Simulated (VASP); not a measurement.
# Pd (Im-3m) in VASP: settings compared

The runs below take Pd through relaxation of cell and atoms, with revPBE+D3(BJ), revPBE+D4.

Everything below comes from runs of VASP 6.6.1. Logs are shortened: lines on timing, memory, paths and dates and some standing lists are left out, and cuts for length are marked.

### 1 The cell of the first run

The structure is cubic, space group Im-3m (No. 229). The conventional cell has a = 3.145 Å, b = 3.145 Å, c = 3.145 Å, α = 90.00°, β = 90.00°, γ = 90.00°. Within 3.6 Å of Pd (site symmetry m-3m) lie 14 Pd at 2.72 to 3.14 Å.

### 2 Relaxation of cell and atoms, revPBE+D3(BJ)

INCAR

```
SYSTEM = Pd
ALGO = Fast
EDIFF = 1E-6
EDIFFG = -0.01
ENCUT = 600
GGA = RE
IBRION = 2
ISIF = 3
ISMEAR = -1
IVDW = 12
LASPH = .True.
LCHARG = .False.
LREAL = .False.
LWAVE = .False.
NELM = 60
NSW = 60
PREC = Accurate
SIGMA = 0.05
```

KPOINTS

```
k-points
0
Gamma
  12 12 12
  0 0 0
```

POSCAR

```
Pd
1.0
   -1.5722810000      1.5722810000      1.5722810000
    1.5722810000     -1.5722810000      1.5722810000
    1.5722810000      1.5722810000     -1.5722810000
Pd
1
Direct
    0.0000000000      0.0000000000      0.0000000000
```

Potentials or basis: VASP PAW PBE potentials, release 64 (Pd).

Launch:

```sh
$ cat potpaw_PBE.64/Pd/POTCAR > POTCAR
$ mpirun -np 1 vasp_std > vasp.out
```

OUTCAR:

```text
SYSTEM = Pd
   EDIFF = 1E-6
   EDIFFG = -0.01
   ENCUT = 600
   GGA = RE
   IBRION = 2
   ISIF = 3
   ISMEAR = -1
   IVDW = 12
   LASPH = .True.
   LREAL = .False.
   NELM = 60
   NSW = 60
   PREC = Accurate
 IVDW          = 12

 ion  position               nearest neighbor table
   1  0.000  0.000  0.000-

  LATTYP: Found a body centered cubic cell.
 ALAT       =     3.1445620000

  Lattice vectors:

 A1 = (  -1.5722810000,   1.5722810000,   1.5722810000)
 A2 = (   1.5722810000,  -1.5722810000,   1.5722810000)
 A3 = (   1.5722810000,   1.5722810000,  -1.5722810000)

Analysis of symmetry for initial positions (statically):
=====================================================================
 Subroutine PRICEL returns:
 Original cell was already a primitive cell.

 Routine SETGRP: Setting up the symmetry group for a
 body centered cubic supercell.

 Subroutine GETGRP returns: Found 48 space group operations
[... 9 lines left out ...]

 Routine SETGRP: Setting up the symmetry group for a
 body centered cubic supercell.

 Subroutine GETGRP returns: Found 48 space group operations
[... 11 lines left out ...]
                                     Primitive cell

  volume of cell :      15.5471

  direct lattice vectors                    reciprocal lattice vectors
    -1.572281000  1.572281000  1.572281000     0.000000000  0.318009313  0.318009313
     1.572281000 -1.572281000  1.572281000     0.318009313  0.000000000  0.318009313
     1.572281000  1.572281000 -1.572281000     0.318009313  0.318009313  0.000000000

  length of vectors
     2.723270576  2.723270576  2.723270576     0.449733083  0.449733083  0.449733083

  position of ions in fractional coordinates (direct lattice)
     0.000000000  0.000000000  0.000000000

  ion indices of the primitive-cell ions
   primitive index   ion index
                 1           1

----------------------------------------------------------------------------------------

 KPOINTS: k-points

Automatic generation of k-mesh.
 Grid dimensions read from file:
 generate k-points for:   12   12   12

 Generating k-lattice:

  Cartesian coordinates                     Fractional coordinates (reciprocal lattice)
     0.000000000  0.026500776  0.026500776     0.083333333  0.000000000  0.000000000
     0.026500776  0.000000000  0.026500776     0.000000000  0.083333333  0.000000000
     0.026500776  0.026500776  0.000000000     0.000000000  0.000000000  0.083333333

  Length of vectors
     0.037477757  0.037477757  0.037477757

  Shift w.r.t. Gamma in fractional coordinates (k-lattice)
     0.000000000  0.000000000  0.000000000

 Subroutine IBZKPT returns following result:
 ===========================================

 Found     72 irreducible k-points:

 Following reciprocal coordinates:
            Coordinates               Weight
  0.000000  0.000000  0.000000      1.000000
  0.083333  0.000000  0.000000     12.000000
  0.166667  0.000000  0.000000     12.000000
  0.250000  0.000000  0.000000     12.000000
  0.333333  0.000000  0.000000     12.000000
  0.416667  0.000000  0.000000     12.000000
[... 16 lines left out ...]
  0.333333  0.083333  0.083333     24.000000
  0.416667  0.083333  0.083333     12.000000
 [... further k-points ...]
   k-points           NKPTS =     72   k-points in BZ     NKDIM =     72   number of bands    NBANDS=      9
   number of dos      NEDOS =    301   number of ions     NIONS =      1
   total plane-waves  NPLWV =  13824
   dimension x,y,z NGX =    24 NGY =   24 NGZ =   24
   dimension x,y,z NGXF=    48 NGYF=   48 NGZF=   48
   ions per type =               1
   NGX,Y,Z   is equivalent  to a cutoff of  14.65, 14.65, 14.65 a.u.
   NGXF,Y,Z  is equivalent  to a cutoff of  29.30, 29.30, 29.30 a.u.
 SYSTEM =  Pd
   PREC   = accura    normal or accurate (medium, high low for compatibility)
   ISTART =      0    job   : 0-new  1-cont  2-samecut
   ICHARG =      2    charge: 1-file 2-atom 10-const
   ISPIN  =      1    spin polarized calculation?
   LNONCOLLINEAR =      F non collinear calculations
   LSORBIT =      F    spin-orbit coupling
   LASPH  =      T    aspherical Exc in radial PAW
   ENCUT  =  600.0 eV  44.10 Ry    6.64 a.u.   5.44  5.44  5.44*2*pi/ulx,y,z
   NELM   =     60;   NELMIN=  2; NELMDL= -5     # of ELM steps
   EDIFF  = 0.1E-05   stopping-criterion for ELM
   LREAL  =      F    real-space projection
   EDIFFG = -.1E-01   stopping-criterion for IOM
   NSW    =     60    number of steps for IOM
   IBRION =      2    ionic relax: 0-MD 1-quasi-New 2-CG
   NFREE  =      1    steps in history (QN), initial steepest desc. (CG)
   ISIF   =      3    stress and relaxation
   ISYM   =      2    0-nonsym 1-usesym 2-fastsym
   POTIM  = 0.5000    time-step for ionic-motion
   TEBEG  =    0.0;   TEEND  =   0.0 temperature during run
   PSTRESS=    0.0 pullay stress
   NELECT =      10.0000    total number of electrons
   NUPDOWN=      -1.0000    fix difference up-down
   EMIN   =  10.00;   EMAX   =-10.00  energy-range for DOS
   EFERMI =   0.00;   METHOD = LEGACY
   ISMEAR =    -1;   SIGMA  =   0.05  broadening in eV -4-tet -1-fermi 0-gaus
   EFERMI_NEDOS =   21; number of points for ismear=-14 and -15
   IALGO  =     68    algorithm
   IMIX   =      4    mixing-type and parameters
     AMIX     =   0.40;   BMIX     =  1.00
     AMIX_MAG =   1.60;   BMIX_MAG =  1.00
  volume/ion in A,a.u.               =      15.55       104.92
  Fermi-wavevector in a.u.,A,eV,Ry     =   1.413160  2.670485 27.171123  1.997021
  Thomas-Fermi vector in A             =   2.534834
   LORBIT       =      0    0 simple, 1 ext, 2 COOP (PROOUT), +10 PAW based schemes
   GGA     = RE    functional components
   LHFCALC =     F    Hartree Fock is set to
   AEXX    =    0.0000 exact exchange contribution
   IVDW    =    12    specifies the selected vdW correction
   LEPSILON=     F    determine dielectric tensor
   LRPA    =     F    only Hartree local field effects (RPA)
 conjugate gradient relaxation of ions
 non-spin polarized calculation
 RMM-DIIS sequential band-by-band and
  energy-cutoff  :      600.00
  volume of cell :       15.55
 maximum number of plane-waves:       539
 NGX is ok and might be reduce to    24
   NGX = 11   NGY = 11   NGZ = 11

--------------------------------------- Ionic step        1  -------------------------------------------

 number of electron      10.0000002 magnetization

 Free energy of the ion-electron system (eV)
  ---------------------------------------------------
  ext. energy  EPLUGINS =         0.00000000
  ---------------------------------------------------
  free energy    TOTEN  =        -4.71122570 eV

  energy without entropy =       -4.70071780  energy(sigma->0) =       -4.70597175

 E-fermi :   8.9837     XC(G=0): -12.7739

 val. band max:        8.9752118231   @ k =  -0.2500   0.2500   0.1667
 cond. band min:       9.0515846536   @ k =  -0.4167   0.4167   0.2500
 fundamental gap:      0.0763728305
 Fermi energy:         8.9837124475

 k-point     1 :       0.0000    0.0000    0.0000
  band No.  band energies     occupation
      1       2.2999      2.00000
      2       6.2754      2.00000
      3       6.2754      2.00000
      4       6.2754      2.00000
      5       8.1079      2.00000
      6       8.1079      2.00000
      7      28.2728      0.00000
      8      28.2728      0.00000
      9      28.2728      0.00000

 k-point     2 :       0.0833    0.0000    0.0000
  band No.  band energies     occupation
      1       2.5529      2.00000
      2       6.1933      2.00000
      3       6.2790      2.00000
      4       6.4506      2.00000
      5       8.0155      2.00000
      6       8.1142      2.00000
      7      28.0409      0.00000
      8      28.2816      0.00000
      9      28.5634      0.00000

 k-point     3 :       0.1667    0.0000    0.0000
  band No.  band energies     occupation
      1       3.2421      2.00000
      2       5.9758      2.00000
      3       6.2947      2.00000
      4       6.9522      2.00000
      5       7.8517      2.00000
      6       8.1370      2.00000
      7      26.7633      0.00000
      8      27.8535      0.00000
      9      29.3628      0.00000
[... 347 lines left out ...]
 VOLUME and BASIS-vectors are now :
 -----------------------------------------------------------------------------
  energy-cutoff  :      600.00
  volume of cell :       14.54
      direct lattice vectors                 reciprocal lattice vectors
    -1.537446161  1.537446161  1.537446161     0.000000000  0.325214640  0.325214640
     1.537446161 -1.537446161  1.537446161     0.325214640  0.000000000  0.325214640
     1.537446161  1.537446161 -1.537446161     0.325214640  0.325214640  0.000000000

 POSITION                                       TOTAL-FORCE (eV/Angst)
 -----------------------------------------------------------------------------------
      0.00000     -0.00000      0.00000         0.000000     -0.000000      0.000000
 -----------------------------------------------------------------------------------
    total drift:                                0.000000      0.000000     -0.000000

  FREE ENERGIE OF THE ION-ELECTRON SYSTEM (eV)
  ---------------------------------------------------
  free  energy   TOTEN  =        -5.9546541083 eV

  energy  without entropy=       -5.9454754824  energy(sigma->0) =       -5.95006480

--------------------------------------- Ionic step        4  -------------------------------------------

 number of electron       9.9999998 magnetization

 Free energy of the ion-electron system (eV)
  ---------------------------------------------------
  ext. energy  EPLUGINS =         0.00000000
  ---------------------------------------------------
  free energy    TOTEN  =        -4.66028544 eV

  energy without entropy =       -4.65113136  energy(sigma->0) =       -4.65570840

 E-fermi :  10.1017     XC(G=0): -13.2055

 val. band max:       10.0978050030   @ k =  -0.4167   0.4167   0.4167
 cond. band min:      10.1925495851   @ k =  -0.4167   0.4167   0.2500
 fundamental gap:      0.0947445822
 Fermi energy:        10.1016705371

 k-point     1 :       0.0000    0.0000    0.0000
  band No.  band energies     occupation
      1       2.9046      2.00000
      2       7.0942      2.00000
      3       7.0942      2.00000
      4       7.0942      2.00000
      5       9.1276      2.00000
      6       9.1276      2.00000
      7      29.5549      0.00000
      8      29.5549      0.00000
      9      29.5549      0.00000

 k-point     2 :       0.0833    0.0000    0.0000
  band No.  band energies     occupation
      1       3.1731      2.00000
      2       7.0017      2.00000
      3       7.0969      2.00000
      4       7.2884      2.00000
      5       9.0217      2.00000
      6       9.1347      2.00000
      7      29.4118      0.00000
      8      29.5903      0.00000
      9      29.8884      0.00000

 k-point     3 :       0.1667    0.0000    0.0000
  band No.  band energies     occupation
      1       3.8989      2.00000
      2       6.7571      2.00000
      3       7.1100      2.00000
      4       7.8452      2.00000
      5       8.8365      2.00000
      6       9.1607      2.00000
      7      28.3690      0.00000
      8      29.2435      0.00000
      9      30.8136      0.00000
[... 269 lines left out ...]
 VOLUME and BASIS-vectors are now :
 -----------------------------------------------------------------------------
  energy-cutoff  :      600.00
  volume of cell :       14.52
      direct lattice vectors                 reciprocal lattice vectors
    -1.536749464  1.536749464  1.536749464     0.000000000  0.325362079  0.325362079
     1.536749464 -1.536749464  1.536749464     0.325362079  0.000000000  0.325362079
     1.536749464  1.536749464 -1.536749464     0.325362079  0.325362079  0.000000000

 POSITION                                       TOTAL-FORCE (eV/Angst)
 -----------------------------------------------------------------------------------
      0.00000     -0.00000      0.00000        -0.000000      0.000000      0.000000
 -----------------------------------------------------------------------------------
    total drift:                                0.000000      0.000000      0.000000

  FREE ENERGIE OF THE ION-ELECTRON SYSTEM (eV)
  ---------------------------------------------------
  free  energy   TOTEN  =        -5.9546736060 eV

  energy  without entropy=       -5.9455195204  energy(sigma->0) =       -5.95009656

 reached required accuracy - stopping structural energy minimisation
```

Wall time 17 s (1 thread of Intel Xeon 6975P-C (Granite Rapids), shared host); peak memory 0.16 GiB.

Results:

```yaml
Free_energy: -5.9547 eV
Relaxed_volume: 14.52 Å³/atom
Relaxed_cell: a = 2.662 Å, b = 2.662 Å, c = 2.662 Å, α = 109.47°, β = 109.47°, γ = 109.47°
Space_group_after_relaxing_to_0.05_Å: Im-3m (No. 229)
Energy_gained_by_relaxing: 39.1 meV/atom
Ionic_steps: 4
Pressure_after_relaxing: 0.0 GPa
Band_gap_on_the_k_mesh: zero (band 5 reaches 10.75 eV, above the bottom of band 6 at 9.01 eV)
Dispersion_energy_per_atom: -1.294 eV
```

Step by step:
```csv
step,energy change (eV),largest force (eV/Å),pressure (GPa),volume (Å³)
1,0.0000,0.0000,-11.18,15.55
2,0.0465,0.0000,23.60,13.23
3,-0.0391,0.0000,-0.31,14.54
4,-0.0391,0.0000,0.01,14.52
```

Final structure:
```
CELL_PARAMETERS angstrom
-1.53675 1.53675 1.53675
1.53675 -1.53675 1.53675
1.53675 1.53675 -1.53675
ATOMIC_POSITIONS crystal
Pd 0.00000 0.00000 0.00000
```

Levels at points of the mesh, in eV from the Fermi level:
```csv
k point,band 1,band 2,band 3,band 4,band 5,band 6,band 7,band 8,band 9
"(0.00, 0.00, 0.00)",-7.20,-3.01,-3.01,-3.01,-0.97,-0.97,19.45,19.45,19.45
"(0.50, 0.00, 0.00)",-5.41,-4.24,-1.04,-0.72,0.65,1.43,8.16,15.23,18.14
"(0.50, 0.50, 0.50)",-5.37,-5.37,0.25,0.25,0.25,9.38,9.38,9.38,18.17
```

Caveat: the PAW data sets were made with another functional, which shifts forces and pressure a little; pairwise dispersion overbinds metals, which lowers pressure and volume.

(Continued in part 2 of 2.)
